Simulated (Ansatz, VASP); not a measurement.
# Two plane-wave programs on NiO

```
CELL_PARAMETERS angstrom
4.17710 2.08855 2.08855
2.08855 4.17710 2.08855
2.08855 2.08855 4.17710
ATOMIC_POSITIONS crystal
O 0.25000 0.25000 0.25000
O 0.75000 0.75000 0.75000
Ni 0.00000 0.00000 0.00000
Ni 0.50000 0.50000 0.50000
```

Alike in both runs: task single point; functional PBE; k mesh 8 × 8 × 8; occupations fermi-dirac, width 0.03 eV; collinear spin; Hubbard terms Ni d U = 6.6 eV.

|  | VASP | Ansatz |
| --- | --- | --- |
| version | VASP 6.6.1 | Ansatz 0.2.0 |
| potentials or method | VASP PAW PBE potentials, release 64 (O, Ni), cutoff 520 eV | PAW, plane waves, scalar-relativistic |
| valence electrons in the cell | 32 | 48 |

```csv
,VASP,Ansatz,Ansatz less VASP
pressure (GPa),0.4,11.2,+10.75
"traceless stress, the component that is largest in VASP (GPa)",-0.07,-0.09,-0.028
net moment per atom (μB),0.00,0.00,0.000
size of the moment on the site where the two differ most (μB),1.77,1.68,-0.088
```

Site moments also hang on the region over which each program counts them. The programs project onto different local orbitals, so the same U acts differently, and such runs can settle in different states. VASP's potentials hold 32 valence electrons a cell and Ansatz's 48, so a difference there can come from the potentials and not from the codes.
